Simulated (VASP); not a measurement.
**MgF2: single point with LDA**

The system is MgF2.

```
Mg F
1.0
     4.55604    0.00000    0.00000
     0.00000    4.55604    0.00000
     0.00000    0.00000    3.01212
Mg F
2 4
Direct
  0.00000 0.00000 0.00000
  0.50000 0.50000 0.50000
  0.30297 0.30297 0.00000
  0.19703 0.80297 0.50000
  0.69703 0.69703 0.00000
  0.80297 0.19703 0.50000
```

```yaml
Program: VASP 6.6.1
Task: single point
Functional: LDA
Potentials_or_basis: VASP PAW LDA potentials, release 64 (Mg, F)
Cutoff: 600 eV
k_mesh: 6 × 6 × 8
Occupations: fermi-dirac, width 0.02 eV
Spin: no spin polarisation
Dipole_correction: no
Further_INCAR_settings: ALGO = Normal; EDIFF = 1e-06; NBANDS = 25
```

The pressure is -2.0 GPa. The largest force is 0.013 eV/Å. The band gap on the k mesh is 7.06 eV.

Forces on the atoms (eV/Å):
```
Mg   0.000  0.000  0.000
Mg   0.000  0.000  0.000
F   -0.009 -0.009  0.000
F    0.009 -0.009  0.000
F    0.009  0.009  0.000
F   -0.009  0.009  0.000
```

Stress tensor (GPa, compression positive):
```
-2.14  0.00  0.00
 0.00 -2.14  0.00
 0.00  0.00 -1.85
```

Levels at points of the mesh, in eV from the valence-band top:
```tsv
k point	band 13	band 14	band 15	band 16	band 17	band 18	band 19	band 20
(0.00, 0.00, 0.00)	-0.76	-0.33	-0.33	0.00	7.06	12.12	12.12	13.50
(0.50, 0.00, 0.00)	-1.04	-1.04	-0.41	-0.41	9.51	9.51	13.36	13.36
(0.50, 0.50, 0.00)	-1.01	-1.01	-0.85	-0.85	11.22	11.22	11.32	11.32
(0.00, 0.00, 0.50)	-1.28	-1.28	-0.93	-0.93	11.83	11.83	14.81	14.81
(0.50, 0.00, 0.50)	-0.79	-0.79	-0.72	-0.72	12.69	12.69	13.49	13.49
(0.50, 0.50, 0.50)	-0.66	-0.66	-0.51	-0.51	13.12	13.12	13.40	13.40
```

Wall time 62 s on 1 thread of Intel Xeon 8259CL, on a shared host, peak memory 0.2 GiB.

A k mesh can miss the band edges.
